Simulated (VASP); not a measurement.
Tl, 1 atom in the cell. It takes space group Im-3m (No. 229, cubic). The conventional cell has a = 3.856 Å, b = 3.856 Å, c = 3.856 Å, α = 90.00°, β = 90.00°, γ = 90.00°. Tl (site symmetry m-3m) has 14 Tl at 3.34 to 3.86 Å within 4.4 Å. This isn't the form of Tl at room conditions, which is hcp.

* Program: VASP 6.6.1
* Task: single point
* Functional: LDA
* Potentials or basis: VASP PAW LDA potentials, release 64 (Tl_d)
* Cutoff: 520 eV
* k mesh: 13 × 13 × 13
* Occupations: fermi-dirac, width 0.05 eV
* Spin: no spin polarisation
* Dipole correction: no
* Further INCAR settings: ALGO = Normal; EDIFF = 1e-07; NBANDS = 12

Potentials or basis: VASP PAW LDA potentials, release 64 (Tl_d).

Command:

```sh
$ cat potpaw_LDA.64/Tl_d/POTCAR > POTCAR
$ mpirun -np 1 vasp_std > vasp.out
```

Hardware: 1 thread of AMD EPYC 7R13 Processor (Zen 3) (shared host).

Q: How long does it take, and how much memory?

A: Run time: 25 s on 1 thread of AMD EPYC 7R13 Processor (Zen 3) (shared host), peak memory 0.12 GiB. Counts: scf iterations 11, k points 84.
